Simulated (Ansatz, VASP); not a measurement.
## One calculation of HfSnO4, two programs

INCAR

```
  ALGO = Normal
  EDIFF = 1E-7
  EDIFFG = -0.04
  ENCUT = 600
  GGA = PE
  IBRION = 2
  ISIF = 3
  ISMEAR = 0
  LASPH = True
  LCHARG = False
  LREAL = False
  LWAVE = False
  NELM = 60
  NSW = 90
  PREC = Accurate
  SIGMA = 0.1
```

Contents of KPOINTS:

```
k-points
0
Gamma
  4 4 6
```

Contents of POSCAR:

```
HfSnO4
1.0
    3.5457403900     -3.5457403900      0.0000000000
    3.5457403900      3.5457403900      0.0000000000
    0.0000000000      0.0000000000      3.3391991800
Hf Sn O
1 1 4
Direct
    0.0000000000      0.0000000000      0.0000000000
    0.5000000000      0.5000000000      0.5000000000
    0.1949551200      0.1949551200      0.5000000000
    0.6949551200      0.3050448800      0.0000000000
    0.3050448800      0.6949551200      0.0000000000
    0.8050448800      0.8050448800      0.5000000000
```

Input for Ansatz:

```yaml
crystal:
  lattice:
    - [3.54574039, -3.54574039, 0.0]
    - [3.54574039, 3.54574039, 0.0]
    - [0.0, 0.0, 3.33919918]
  atoms:
    - { symbol: Hf, position: [0.0, 0.0, 0.0] }
    - { symbol: Sn, position: [0.5, 0.5, 0.5] }
    - { symbol: O, position: [0.19495512, 0.19495512, 0.5] }
    - { symbol: O, position: [0.69495512, 0.30504488, 0.0] }
    - { symbol: O, position: [0.30504488, 0.69495512, 0.0] }
    - { symbol: O, position: [0.80504488, 0.80504488, 0.5] }
basis:
  ecutwfc: 420
kpoints:
  mp_grid: { grid: [4, 4, 6] }
hamiltonian:
  xc: pbe
scf:
  occupations: { method: gaussian, width: 0.1 }
  lower_state_search: "off"
output:
  forces: true
  stress: true
  eigenvalues: true
relax:
  adjacent_minimum: "off"
  f_tol: 0.04
  max_steps: 70
  cell: { stress_tol: 0.4 }
```

Alike in both runs: task relaxation of cell and atoms; functional PBE; k mesh 4 × 4 × 6; occupations gaussian, width 0.1 eV; no spin polarisation.

|  | VASP | Ansatz |
| --- | --- | --- |
| version | VASP 6.6.1 | Ansatz 0.2.0 |
| potentials or method | VASP PAW PBE potentials, release 64 (Hf_pv, Sn_d, O), cutoff 600 eV | scalar-relativistic, plane waves, PAW |
| valence electrons in the cell | 48 | 64 |

```tsv
	VASP	Ansatz	Ansatz less VASP
gap on the k mesh at the Fermi level, each at its own relaxed structure (eV)	2.15	2.16	+0.014
relaxed volume (Å³/atom)	12.69	12.75	+0.061
relaxed length of the cell vector where the two differ most in proportion (Å)	4.859	4.868	+0.0089
```

VASP's potentials hold 48 valence electrons a cell and Ansatz's 64, so a difference there can come from the potentials and not from the codes.

Spin-orbit coupling is off throughout.
